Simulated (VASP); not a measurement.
Write the native input for VASP 6.6.1 that does the following.

* Task: single point
* Functional: PBEsol
* Potentials or basis: VASP PAW PBE potentials, release 64 (Na_pv)
* Cutoff: 520 eV
* k mesh: 7 × 7 × 4
* Occupations: methfessel-paxton, width 0.025 eV
* Spin: no spin polarisation
* Dipole correction: no
* Further INCAR settings: ALGO = Normal; EDIFF = 1e-07; NBANDS = 14

The structure of Na lies in POSCAR:

```
Na
1.0
    3.7670000000      0.0000000000      0.0000000000
   -1.8835000000      3.2623176961      0.0000000000
    0.0000000000      0.0000000000      6.1540000000
Na
2
Direct
    0.6666666667      0.3333333333      0.7500000000
    0.3333333333      0.6666666667      0.2500000000
```

The input as run:

INCAR

```
PREC = Accurate
ENCUT = 520
EDIFF = 1E-7
ISMEAR = 1
SIGMA = 0.025
LREAL = False
LASPH = True
NELM = 80
ALGO = Normal
ISIF = 2
LWAVE = False
LCHARG = False
GGA = PS
NBANDS = 14
```

KPOINTS

```
regular mesh
0
Gamma
  7 7 4
```

Potentials or basis: VASP PAW PBE potentials, release 64 (Na_pv).

Run with:

```console
$ cat potpaw_PBE.64/Na_pv/POTCAR > POTCAR
$ mpirun -np 1 vasp_std > vasp.out
```

Results of the run:

* Pressure: -0.3 GPa
* Band gap on the k mesh: zero (band 7 reaches 1.49 eV, above the bottom of band 8 at -1.97 eV)

Caveat: the PAW data sets were made with another functional, which shifts forces and pressure a little.

It took 19 s on 1 thread of Intel Xeon 6975P-C, with other jobs on the host, peak memory 0.18 GiB.
